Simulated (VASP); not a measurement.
Set up this calculation in VASP 6.6.1, as the native input.

| Item | Value |
| --- | --- |
| Task | single point |
| Functional | PBE |
| Dispersion | D3(BJ) |
| Potentials or basis | VASP PAW PBE potentials, release 64 (Te, Mo_sv) |
| Cutoff | 520 eV |
| k mesh | 9 × 9 × 1 |
| Occupations | gaussian, width 0.05 eV |
| Spin | no spin polarisation |
| Dipole correction | yes |
| Further INCAR settings | ALGO = Normal; EDIFF = 1e-07; NBANDS = 35 |

The structure of Te2Mo lies in POSCAR:

```
Te2Mo
1.0
    3.5038817003      0.0000000000      0.0000000000
   -1.7519408501      3.0344505643      0.0000000000
    0.0000000000      0.0000000000     24.7677199090
Te Mo
4 2
Direct
    0.3333333333      0.6666666667      0.1816881011
    0.3333333333      0.6666666667      0.3284056823
    0.3333333333      1.0000000000      0.4749674172
    0.3333333333      1.0000000000      0.6216849983
    0.6666666667      0.3333333333      0.2550468917
    0.0000000000      1.3333333333      0.5483262077
```

One way to write it, as run:

INCAR

```
SYSTEM = Te2Mo
PREC = Accurate ; ENCUT = 520
EDIFF = 1E-7 ; ISMEAR = 0
SIGMA = 0.05 ; LREAL = .False.
LASPH = .True. ; NELM = 100
ALGO = Normal ; ISIF = 2
LWAVE = .False. ; LCHARG = .False.
LDIPOL = .True. ; IDIPOL = 3
DIPOL = 0.5 0.5 0.402 ; GGA = PE
IVDW = 12 ; NBANDS = 35
```

KPOINTS

```
regular mesh
0
Gamma
  9 9 1
  0 0 0
```

Potentials or basis: VASP PAW PBE potentials, release 64 (Te, Mo_sv).

Command:

```sh
$ cat potpaw_PBE.64/Te/POTCAR potpaw_PBE.64/Mo_sv/POTCAR > POTCAR
$ mpirun -np 1 vasp_std > vasp.out
```

Results of the run:

| Item | Value |
| --- | --- |
| Largest force | 0.065 eV/Å |
| Band gap on the k mesh | 1.10 eV, indirect (least direct gap 1.16 eV) |
| Dispersion energy per atom | -0.460 eV |

Caveat: spin-orbit coupling is left out, which moves the levels of the heavy elements.

Wall time 22 min on 1 thread of Oxide Virtual Turin-like Processor, on a shared host, peak memory 0.54 GiB.
